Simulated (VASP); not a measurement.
Wanted: the native input for a VASP 6.6.1 run.

| Item | Value |
| --- | --- |
| Task | single point |
| Functional | PBE |
| Potentials or basis | VASP PAW PBE potentials, release 64 (Sn_d, O) |
| Cutoff | 520 eV |
| k mesh | 5 × 5 × 2 |
| Occupations | gaussian, width 0.01 eV |
| Spin | no spin polarisation |
| Dipole correction | no |
| Further INCAR settings | ALGO = Normal; EDIFF = 1e-07; NBANDS = 35 |

The structure of SnO2 lies in POSCAR:

```
SnO2
1.0
    3.2305756200      0.0000000000      0.0000000000
   -1.6152878100      2.7977605500      0.0000000000
    0.0000000000      0.0000000000     10.7905620000
Sn O
2 4
Direct
    0.0000000000      0.0000000000      0.5000000000
    0.0000000000      0.0000000000      0.0000000000
    0.6666666680      0.3333333298      0.4058619996
    0.6666666680      0.3333333298      0.0941380004
    0.3333333289      0.6666666702      0.5941380004
    0.3333333289      0.6666666702      0.9058619996
```

One way to write it, as run:

INCAR

```
PREC = Accurate
ENCUT = 520
EDIFF = 1E-7
ISMEAR = 0
SIGMA = 0.01
LREAL = False
LASPH = True
NELM = 100
ALGO = Normal
ISIF = 2
LWAVE = False
LCHARG = False
GGA = PE
NBANDS = 35
```

KPOINTS

```
regular mesh
0
Gamma
  5 5 2
```

Potentials or basis: VASP PAW PBE potentials, release 64 (Sn_d, O).

Command:

```sh
$ cat potpaw_PBE.64/Sn_d/POTCAR potpaw_PBE.64/O/POTCAR > POTCAR
$ mpirun -np 1 vasp_std > vasp.out
```

Results of the run:

- Pressure: 0.1 GPa
- Largest force: 0.047 eV/Å
- Band gap on the k mesh: 2.09 eV, indirect (least direct gap 2.48 eV)

Caveat: the k points lie up to 0.45 Å⁻¹ apart; spin-orbit coupling is left out, which moves the levels of the heavy elements.

Wall time 16 s on 1 thread of Intel(R) Xeon(R) 6975P-C (Granite Rapids), on a shared host, peak memory 0.19 GiB.
